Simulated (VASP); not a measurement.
Write the native input for VASP 6.6.1 that does the following.

```yaml
Task: single point
Functional: PBEsol
Potentials_or_basis: VASP PAW PBE potentials, release 64 (Zn, S)
Cutoff: 520 eV
k_mesh: 12 × 12 × 12
Occupations: gaussian, width 0.05 eV
Spin: no spin polarisation
Dipole_correction: no
Further_INCAR_settings: ALGO = Normal; EDIFF = 1e-06; NBANDS = 16
```

The structure of ZnS lies in POSCAR:

```
ZnS
1.0
    0.0000000000      2.6782091581      2.6782091581
    2.6782091581      0.0000000000      2.6782091581
    2.6782091581      2.6782091581      0.0000000000
Zn S
1 1
Direct
    0.0000000000      0.0000000000      0.0000000000
    0.7500000000      0.7500000000      0.7500000000
```

These files were run (other wordings do the same):

INCAR

```
SYSTEM = ZnS
PREC = Accurate
ENCUT = 520
EDIFF = 1E-6
ISMEAR = 0
SIGMA = 0.05
LREAL = .False.
LASPH = .True.
NELM = 80
ALGO = Normal
ISIF = 2
LWAVE = .False.
LCHARG = .False.
GGA = PS
NBANDS = 16
```

KPOINTS

```
regular mesh
0
Gamma
  12 12 12
  0 0 0
```

Potentials or basis: VASP PAW PBE potentials, release 64 (Zn, S).

Launch:

```console
$ cat potpaw_PBE.64/Zn/POTCAR potpaw_PBE.64/S/POTCAR > POTCAR
$ mpirun -np 1 vasp_std > vasp.out
```

It gave:

* Pressure: 0.2 GPa
* Band gap on the k mesh: 2.09 eV

Caveat: the PAW data sets were made with another functional, which shifts forces and pressure a little.

Wall time 58 s on 1 thread of Intel Xeon 8259CL, with other jobs on the host, peak memory 0.18 GiB.
